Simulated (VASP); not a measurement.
Crystal: HfAlB4.

```xyz
6
Lattice="2.9696 0.0000 0.0000 -1.4848 2.5718 0.0000 0.0000 0.0000 6.4144" Properties=species:S:1:pos:R:3 pbc="T T T"
Hf    0.0000    0.0000    0.0000
Al    0.0000    0.0000    3.2072
B     0.0000    1.7145    1.6036
B     0.0000    1.7145    4.8108
B     1.4848    0.8573    1.6036
B     1.4848    0.8573    4.8108
```

- Program: VASP 6.6.1
- Task: relaxation of cell and atoms
- Functional: PBE
- Potentials or basis: VASP PAW PBE potentials, release 64 (Hf_pv, Al, B)
- Cutoff: 600 eV
- k mesh: 6 × 6 × 4
- Occupations: gaussian, width 0.1 eV
- Spin: no spin polarisation

At the start: pressure 40.0 GPa; volume 8.16 Å³/atom.

Problem. How do energy, volume and symmetry change on relaxing?

Solution. Over 10 steps the energy falls by 176.3 meV/atom and the volume is 9.29 Å³/atom (+13.7 %); space group P6/mmm (No. 191, to 0.05 Å).

Step by step:
| step | energy change (eV) | largest force (eV/Å) | pressure (GPa) | volume (Å³) |
| --- | --- | --- | --- | --- |
| 1 | 0.0000 | 1.5461 | 40.03 | 48.99 |
| 2 | -0.2150 | 0.2229 | -25.08 | 64.90 |
| 3 | -0.9618 | 0.3731 | -2.85 | 56.63 |
| 4 | -0.9624 | 0.3915 | -2.15 | 56.44 |
| 5 | -1.0383 | 0.2632 | -0.32 | 56.06 |
| 6 | -1.0407 | 0.2352 | 0.14 | 55.98 |
| 7 | -1.0516 | 0.1338 | -0.42 | 56.00 |
| 8 | -1.0566 | 0.0019 | -1.09 | 56.01 |
| 9 | -1.0565 | 0.0135 | 1.15 | 55.41 |
| 10 | -1.0576 | 0.0072 | -0.01 | 55.72 |

Final structure:
```
Hf Al B
1.0
     3.05168    0.00000    0.00000
    -1.52584    2.64283    0.00000
     0.00000    0.00000    6.90889
Hf Al B
1 1 4
Direct
  0.00000 0.00000 0.00000
  0.00000 0.00000 0.50000
  0.33333 0.66667 0.26450
  0.33333 0.66667 0.73550
  0.66667 0.33333 0.26450
  0.66667 0.33333 0.73550
```

Caveat: the k points lie up to 0.40 Å⁻¹ apart in the final cell.
